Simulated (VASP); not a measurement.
# AlN (F-43m) in VASP: a series of runs

Runs on AlN. Level: PBE+D4. Tasks: single point.

Program: VASP 6.6.1. These are calculated values, not measurements. Logs are shortened: lines on timing, memory, paths and dates and some standing lists are left out, and cuts for length are marked.

## Step 1: The cell of the first run

It takes space group F-43m (No. 216, cubic). The conventional cell has a = 4.425 Å, b = 4.425 Å, c = 4.425 Å, α = 90.00°, β = 90.00°, γ = 90.00°. Al (site symmetry -43m) has 4 N at 1.92 Å within 2.5 Å. Within 2.5 Å of N (site symmetry -43m) lie 4 Al at 1.92 Å.

## Step 2: Single point, PBE+D4

INCAR

```
SYSTEM = AlN
  ALGO = Normal
  EDIFF = 1E-6
  ENCUT = 600
  GGA = PE
  GGA_COMPAT = .FALSE.
  ISIF = 2
  ISMEAR = -1
  IVDW = 13
  LASPH = .TRUE.
  LCHARG = .FALSE.
  LREAL = .FALSE.
  LWAVE = .FALSE.
  NBANDS = 11
  NELM = 120
  PREC = Accurate
  SIGMA = 0.05
```

KPOINTS

```
k-points
0
G
  10 10 10
  0 0 0
```

POSCAR

```
AlN
1.0
    0.0000000000      2.2127336128      2.2127336128
    2.2127336128      0.0000000000      2.2127336128
    2.2127336128      2.2127336128      0.0000000000
Al N
1 1
Direct
    0.0000000000      0.0000000000      0.0000000000
    0.2500000000      0.2500000000      0.2500000000
```

Potentials or basis: VASP PAW PBE potentials, release 64 (Al, N).

Run with:

```console
$ cat potpaw_PBE.64/Al/POTCAR potpaw_PBE.64/N/POTCAR > POTCAR
$ mpirun -np 1 vasp_std > vasp.out
```

OUTCAR:

```text
SYSTEM = AlN
   EDIFF = 1E-6
   ENCUT = 600
   GGA = PE
   ISIF = 2
   ISMEAR = -1
   IVDW = 13
   LASPH = .TRUE.
   LREAL = .FALSE.
   NELM = 120
   PREC = Accurate

 ion  position               nearest neighbor table
   1  0.000  0.000  0.000-   2 1.92   2 1.92   2 1.92   2 1.92
   2  0.250  0.250  0.250-   1 1.92   1 1.92   1 1.92   1 1.92

  LATTYP: Found a face centered cubic cell.
 ALAT       =     4.4254672256

  Lattice vectors:

 A1 = (   0.0000000000,   2.2127336128,   2.2127336128)
 A2 = (   2.2127336128,   0.0000000000,   2.2127336128)
 A3 = (   2.2127336128,   2.2127336128,   0.0000000000)

Analysis of symmetry for initial positions (statically):
=====================================================================
 Subroutine PRICEL returns:
 Original cell was already a primitive cell.

 Routine SETGRP: Setting up the symmetry group for a
 face centered cubic supercell.

 Subroutine GETGRP returns: Found 24 space group operations
 (whereof 24 operations were pure point group operations)
 out of a pool of 48 trial point group operations.

The static configuration has the point symmetry T_d .

Analysis of symmetry for dynamics (positions and initial velocities):
=====================================================================
 Subroutine PRICEL returns:
 Original cell was already a primitive cell.

 Routine SETGRP: Setting up the symmetry group for a
 face centered cubic supercell.

 Subroutine GETGRP returns: Found 24 space group operations
 (whereof 24 operations were pure point group operations)
 out of a pool of 48 trial point group operations.

The dynamic configuration has the point symmetry T_d .

 Subroutine INISYM returns: Found 24 space group operations
 (whereof 24 operations are pure point group operations),
 and found     1 'primitive' translations

----------------------------------------------------------------------------------------

                                     Primitive cell

  volume of cell :      21.6679

  direct lattice vectors                    reciprocal lattice vectors
     0.000000000  2.212733613  2.212733613    -0.225964841  0.225964841  0.225964841
     2.212733613  0.000000000  2.212733613     0.225964841 -0.225964841  0.225964841
     2.212733613  2.212733613  0.000000000     0.225964841  0.225964841 -0.225964841

  length of vectors
     3.129277885  3.129277885  3.129277885     0.391382586  0.391382586  0.391382586

  position of ions in fractional coordinates (direct lattice)
     0.000000000  0.000000000  0.000000000
     0.250000000  0.250000000  0.250000000

  ion indices of the primitive-cell ions
   primitive index   ion index
                 1           1
                 2           2

----------------------------------------------------------------------------------------

 KPOINTS: k-points

Automatic generation of k-mesh.
 Grid dimensions read from file:
 generate k-points for:   10   10   10

 Generating k-lattice:

  Cartesian coordinates                     Fractional coordinates (reciprocal lattice)
    -0.022596484  0.022596484  0.022596484     0.100000000  0.000000000  0.000000000
     0.022596484 -0.022596484  0.022596484     0.000000000  0.100000000  0.000000000
     0.022596484  0.022596484 -0.022596484     0.000000000  0.000000000  0.100000000

  Length of vectors
     0.039138259  0.039138259  0.039138259

  Shift w.r.t. Gamma in fractional coordinates (k-lattice)
     0.000000000  0.000000000  0.000000000

 Subroutine IBZKPT returns following result:
 ===========================================

 Found     47 irreducible k-points:

 Following reciprocal coordinates:
            Coordinates               Weight
  0.000000  0.000000  0.000000      1.000000
  0.100000  0.000000  0.000000      8.000000
  0.200000  0.000000  0.000000      8.000000
  0.300000  0.000000  0.000000      8.000000
  0.400000  0.000000  0.000000      8.000000
  0.500000  0.000000  0.000000      4.000000
[... 16 lines left out ...]
  0.300000  0.300000  0.000000      6.000000
  0.400000  0.300000  0.000000     24.000000
 [... further k-points ...]
   k-points           NKPTS =     47   k-points in BZ     NKDIM =     47   number of bands    NBANDS=     11
   number of dos      NEDOS =    301   number of ions     NIONS =      2
   total plane-waves  NPLWV =  21952
   dimension x,y,z NGX =    28 NGY =   28 NGZ =   28
   dimension x,y,z NGXF=    56 NGYF=   56 NGZF=   56
   ions per type =               1   1
   NGX,Y,Z   is equivalent  to a cutoff of  14.88, 14.88, 14.88 a.u.
   NGXF,Y,Z  is equivalent  to a cutoff of  29.75, 29.75, 29.75 a.u.
 SYSTEM =  AlN
   PREC   = accura    normal or accurate (medium, high low for compatibility)
   ISTART =      0    job   : 0-new  1-cont  2-samecut
   ICHARG =      2    charge: 1-file 2-atom 10-const
   ISPIN  =      1    spin polarized calculation?
   LNONCOLLINEAR =      F non collinear calculations
   LSORBIT =      F    spin-orbit coupling
   LASPH  =      T    aspherical Exc in radial PAW
   ENCUT  =  600.0 eV  44.10 Ry    6.64 a.u.   6.25  6.25  6.25*2*pi/ulx,y,z
   NELM   =    120;   NELMIN=  2; NELMDL= -5     # of ELM steps
   EDIFF  = 0.1E-05   stopping-criterion for ELM
   LREAL  =      F    real-space projection
   EDIFFG = 0.1E-04   stopping-criterion for IOM
   NSW    =      0    number of steps for IOM
   IBRION =     -1    ionic relax: 0-MD 1-quasi-New 2-CG
   NFREE  =      0    steps in history (QN), initial steepest desc. (CG)
   ISIF   =      2    stress and relaxation
   ISYM   =      2    0-nonsym 1-usesym 2-fastsym
   POTIM  = 0.5000    time-step for ionic-motion
   TEBEG  =    0.0;   TEEND  =   0.0 temperature during run
   PSTRESS=    0.0 pullay stress
   NELECT =       8.0000    total number of electrons
   NUPDOWN=      -1.0000    fix difference up-down
   EMIN   =  10.00;   EMAX   =-10.00  energy-range for DOS
   EFERMI =   0.00;   METHOD = LEGACY
   ISMEAR =    -1;   SIGMA  =   0.05  broadening in eV -4-tet -1-fermi 0-gaus
   EFERMI_NEDOS =   21; number of points for ismear=-14 and -15
   IALGO  =     38    algorithm
   IMIX   =      4    mixing-type and parameters
     AMIX     =   0.40;   BMIX     =  1.00
     AMIX_MAG =   1.60;   BMIX_MAG =  1.00
  volume/ion in A,a.u.               =      10.83        73.11
  Fermi-wavevector in a.u.,A,eV,Ry     =   1.174444  2.219378 18.766775  1.379319
  Thomas-Fermi vector in A             =   2.310841
   LORBIT       =      0    0 simple, 1 ext, 2 COOP (PROOUT), +10 PAW based schemes
   GGA     = PE    functional components
   LHFCALC =     F    Hartree Fock is set to
   AEXX    =    0.0000 exact exchange contribution
   IVDW    =    13    specifies the selected vdW correction
   LEPSILON=     F    determine dielectric tensor
   LRPA    =     F    only Hartree local field effects (RPA)
 non-spin polarized calculation
  energy-cutoff  :      600.00
  volume of cell :       21.67
 maximum number of plane-waves:       740
 NGX is ok and might be reduce to    28
   NGX = 13   NGY = 13   NGZ = 13

 number of electron       8.0000000 magnetization

 Free energy of the ion-electron system (eV)
  ---------------------------------------------------
  ext. energy  EPLUGINS =         0.00000000
  ---------------------------------------------------
  free energy    TOTEN  =       -14.84565464 eV

  energy without entropy =      -14.84565464  energy(sigma->0) =      -14.84565464

 E-fermi :   6.7091     XC(G=0): -10.7639

 val. band max:        5.6057029201   @ k =   0.0000   0.0000   0.0000
 cond. band min:       8.9023067164   @ k =   0.5000   0.5000   0.0000
 fundamental gap:      3.2966037963
 Fermi energy:         6.7090846359

 k-point     1 :       0.0000    0.0000    0.0000
  band No.  band energies     occupation
      1      -9.1520      2.00000
      2       5.6057      2.00000
      3       5.6057      2.00000
      4       5.6057      2.00000
      5       9.4588      0.00000
      6      17.7823      0.00000
      7      17.7823      0.00000
      8      17.7823      0.00000
      9      22.9820      0.00000
     10      22.9820      0.00000
     11      24.3093      0.00000

 k-point     2 :       0.1000    0.0000    0.0000
  band No.  band energies     occupation
      1      -9.0123      2.00000
      2       4.7942      2.00000
      3       5.5545      2.00000
      4       5.5545      2.00000
      5      10.1304      0.00000
      6      17.3958      0.00000
      7      17.9114      0.00000
      8      17.9114      0.00000
      9      21.7559      0.00000
     10      21.7559      0.00000
     11      23.5388      0.00000

 k-point     3 :       0.2000    0.0000    0.0000
  band No.  band energies     occupation
      1      -8.6156      2.00000
      2       3.2225      2.00000
      3       5.4270      2.00000
      4       5.4270      2.00000
      5      11.2556      0.00000
      6      16.6088      0.00000
      7      17.8725      0.00000
      8      17.8725      0.00000
      9      21.2109      0.00000
     10      21.2109      0.00000
     11      22.6587      0.00000

 k-point     4 :       0.3000    0.0000    0.0000
  band No.  band energies     occupation
      1      -8.0423      2.00000
      2       1.6299      2.00000
      3       5.2807      2.00000
      4       5.2807      2.00000
      5      12.0944      0.00000
      6      15.8831      0.00000
      7      17.2776      0.00000
      8      17.2776      0.00000
      9      22.1907      0.00000
     10      22.1907      0.00000
     11      22.4224      0.00000
[... 239 lines left out ...]
 k-point    22 :      -0.2000    0.2000    0.0000
  band No.  band energies     occupation
      1      -7.8539      2.00000
      2       1.9178      2.00000
      3       3.9578      2.00000
      4       5.3505      2.00000
      5      12.8692      0.00000
      6      15.2654      0.00000
      7      16.6466      0.00000
      8      17.8158      0.00000
      9      20.2557      0.00000
     10      23.5589      0.00000
     11      26.5037      0.00000

 k-point    23 :       0.3000    0.3000    0.0000
  band No.  band energies     occupation
      1      -7.6854      2.00000
      2       2.1412      2.00000
      3       4.3959      2.00000
      4       4.3959      2.00000
      5      10.8085      0.00000
      6      15.0267      0.00000
      7      17.0858      0.00000
      8      19.6641      0.00000
      9      19.6641      0.00000
     10      25.6045      0.00000
     11      28.7042      0.00000

 k-point    24 :       0.4000    0.3000    0.0000
  band No.  band energies     occupation
      1      -7.2502      2.00000
      2       1.5355      2.00000
      3       3.9459      2.00000
      4       4.2355      2.00000
      5      10.4332      0.00000
      6      14.8732      0.00000
      7      17.4040      0.00000
      8      19.7660      0.00000
      9      20.2465      0.00000
     10      26.4714      0.00000
     11      28.4924      0.00000

 [... further k-points ...]

------------------------ aborting loop because EDIFF is reached ----------------------------------------

  DFT-D4 for vdW energy calculation

  Edisp (eV):   -0.59214

  FORCE on cell =-STRESS in cart. coord.  units (eV):
  Direction    XX          YY          ZZ          XY          YZ          ZX
  --------------------------------------------------------------------------------------
  -------------------------------------------------------------------------------------
  Total      -1.02465    -1.02465    -1.02465     0.00000     0.00000     0.00000
  in kB     -75.76513   -75.76513   -75.76513     0.00000     0.00000     0.00000
  external pressure =      -75.77 kB  Pullay stress =        0.00 kB

 VOLUME and BASIS-vectors are now :
 -----------------------------------------------------------------------------
  energy-cutoff  :      600.00
  volume of cell :       21.67
      direct lattice vectors                 reciprocal lattice vectors
     0.000000000  2.212733613  2.212733613    -0.225964841  0.225964841  0.225964841
     2.212733613  0.000000000  2.212733613     0.225964841 -0.225964841  0.225964841
     2.212733613  2.212733613  0.000000000     0.225964841  0.225964841 -0.225964841

 POSITION                                       TOTAL-FORCE (eV/Angst)
 -----------------------------------------------------------------------------------
      0.00000      0.00000      0.00000         0.000000     -0.000000      0.000000
      1.10637      1.10637      1.10637        -0.000000      0.000000     -0.000000
 -----------------------------------------------------------------------------------
    total drift:                                0.000000      0.000000      0.000000

  FREE ENERGIE OF THE ION-ELECTRON SYSTEM (eV)
  ---------------------------------------------------
  free  energy   TOTEN  =       -15.4377944769 eV

  energy  without entropy=      -15.4377944769  energy(sigma->0) =      -15.43779448
```

It took 14 s on 1 thread of Intel Xeon Platinum 8488C (Sapphire Rapids), shared host; peak memory 0.15 GiB.

Results:

| Quantity | Value |
| --- | --- |
| Free energy | -15.4378 eV |
| Pressure | -7.6 GPa |
| Band gap on the k mesh | 3.30 eV, indirect (least direct gap 3.85 eV) |
| Dispersion energy per atom | -0.296 eV |

A k mesh can miss the band edges. As with any semilocal functional, this PBE gap is likely too small.

## Step 3: Single point, PBE+D4

This run uses another cell than the first one, of 11.04 Å³/atom, 1.019 times its volume.

INCAR

```
PREC = Accurate
ENCUT = 600
EDIFF = 1E-6
ISMEAR = -1
SIGMA = 0.05
LREAL = F
LASPH = T
NELM = 120
ALGO = Normal
ISIF = 2
LWAVE = F
LCHARG = F
GGA = PE
IVDW = 13
NBANDS = 11
GGA_COMPAT = F
```

KPOINTS

```
Automatic mesh
0
Gamma
  10 10 10
```

POSCAR

```
AlN
1.0
    0.0000000000      2.2268278375      2.2268278375
    2.2268278375      0.0000000000      2.2268278375
    2.2268278375      2.2268278375      0.0000000000
Al N
1 1
Direct
    0.0000000000      0.0000000000      0.0000000000
    0.2500000000      0.2500000000      0.2500000000
```

Potentials or basis: VASP PAW PBE potentials, release 64 (Al, N).

Run with:

```console
$ cat potpaw_PBE.64/Al/POTCAR potpaw_PBE.64/N/POTCAR > POTCAR
$ mpirun -np 1 vasp_std > vasp.out
```

Wall time 14 s (1 thread of Intel Xeon Platinum 8488C (Sapphire Rapids), shared host); peak memory 0.15 GiB.

Results (log left out):

```
Free energy                : -15.4144 eV
Pressure                   : -10.7 GPa
Band gap on the k mesh     : 3.29 eV, indirect (least direct gap 3.69 eV)
Dispersion energy per atom : -0.291 eV
```

Levels at points of the mesh, in eV from the valence-band top:
```tsv
k point	band 2	band 3	band 4	band 5	band 6	band 7
(0.00, 0.00, 0.00)	0.00	0.00	0.00	3.69	11.99	11.99
(0.50, 0.00, 0.00)	-5.61	-0.47	-0.47	6.86	9.47	10.78
(0.50, 0.50, 0.00)	-4.73	-1.71	-1.71	3.29	8.26	13.20
```

A k mesh can miss the band edges. As with any semilocal functional, this PBE gap is likely too small.
